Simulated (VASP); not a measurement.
Wanted: the native input for a VASP 6.6.1 run.

```
Task                   : single point
Functional             : LDA
Potentials or basis    : VASP PAW LDA potentials, release 64 (C)
Cutoff                 : 520 eV
k mesh                 : 10 × 7 × 1
Occupations            : fermi-dirac, width 0.02 eV
Spin                   : no spin polarisation
Dipole correction      : yes
Further INCAR settings : ALGO = Normal; EDIFF = 1e-06; NBANDS = 21
```

The structure of C lies in POSCAR:

```
C
1.0
    2.4973051747      0.0000000000      0.0000000000
    0.0000000000      3.5317228474      0.0000000000
    0.0000000000      0.0000000000     18.4973000000
C
6
Direct
    0.7500000000      0.1250000000      0.4324954135
    0.2500000000      0.8750000000      0.4324954135
    0.2500000000      0.6250000000      0.5000000000
    0.7500000000      0.3750000000      0.5000000000
    0.7500000000      0.1250000000      0.5675045865
    0.2500000000      0.8750000000      0.5675045865
```

One way to write it, as run:

INCAR

```
PREC = Accurate
ENCUT = 520
EDIFF = 1E-6
ISMEAR = -1
SIGMA = 0.02
LREAL = False
LASPH = True
NELM = 60
ALGO = Normal
ISIF = 2
LWAVE = False
LCHARG = True
LDIPOL = True
IDIPOL = 3
DIPOL = 0.5 0.5 0.500
LELF = True
LVHAR = True
LVACPOTAV = True
NBANDS = 21
```

KPOINTS

```
Automatic mesh
0
Gamma
  10 7 1
```

Potentials or basis: VASP PAW LDA potentials, release 64 (C).

Launch:

```console
$ cat potpaw_LDA.64/C/POTCAR > POTCAR
$ mpirun -np 1 vasp_std > vasp.out
```

It gave:

```yaml
Largest_force: 4.661 eV/Å
Band_gap_on_the_k_mesh: zero (band 12 reaches -2.76 eV, above the bottom of band 13 at -3.08 eV)
```

Run time: 2.4 min on 1 thread of Intel(R) Xeon(R) Platinum 8488C (Sapphire Rapids), with other jobs on the host, peak memory 0.23 GiB.
